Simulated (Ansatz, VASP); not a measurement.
## Two plane-wave programs on Ga

The input POSCAR:

```
Ga
1.0
    2.7344704581      0.0000000000      0.0000000000
    0.0000000000      2.7344704581      0.0000000000
    0.0000000000      0.0000000000      2.7344704581
Ga
1
Direct
    0.0000000000      0.0000000000      0.0000000000
```

INCAR.step1

```
ALGO = Normal
EDIFF = 1E-5
ENCUT = 520
GGA = PE
ISIF = 2
ISMEAR = -1
LASPH = True
LCHARG = False
LREAL = False
LWAVE = True
NBANDS = 12
NELM = 60
PREC = Accurate
SIGMA = 0.05
```

INCAR.step2

```
AEXX = 0.25
ALGO = Normal
EDIFF = 1E-6
ENCUT = 520
GGA = PE
ISIF = 2
ISMEAR = -1
ISTART = 1
LASPH = True
LCHARG = False
LHFCALC = True
LREAL = False
LWAVE = False
NBANDS = 12
NELM = 60
PREC = Accurate
PRECFOCK = Normal
SIGMA = 0.05
```

File KPOINTS:

```
k-points
0
Gamma
  5 5 5
```

Contents of input.yaml:

```yaml
crystal:
  lattice:
    - [2.7344704581, 0.0, 0.0]
    - [0.0, 2.7344704581, 0.0]
    - [0.0, 0.0, 2.7344704581]
  atoms:
    - { symbol: Ga, position: [0.0, 0.0, 0.0] }
hamiltonian:
  xc: pbe0
  pseudopotentials: { kind: paw }
kpoints:
  mp_grid: { grid: [5, 5, 5] }
scf:
  occupations: { method: fermi_dirac, width: 0.05 }
output:
  forces: true
  stress: true
  eigenvalues: true
  write_density: true
  write_potential: true
  elf: true
  volumetric_format: npy
```

Alike in both runs: task single point; functional PBE0; k mesh 5 × 5 × 5; occupations fermi-dirac, width 0.05 eV; no spin polarisation.

|  | VASP | Ansatz |
| --- | --- | --- |
| version | VASP 6.6.1 | Ansatz 0.2.0 |
| potentials or method | VASP PAW PBE potentials, release 64 (Ga_d) | Ansatz PAW |
| plane-wave cutoff (eV) | 520 | 420 |
| valence electrons in the cell | 13 | 13 |

|  | VASP | Ansatz | Ansatz less VASP |
| --- | --- | --- | --- |
| gap on the k mesh at the Fermi level (eV) | none | none | - |
| pressure (GPa) | -2.5 | -2.6 | -0.03 |

A gap of «none» marks a metal or a gap that the smearing closes.

The k mesh is coarse, so the values compare programs but aren't converged.
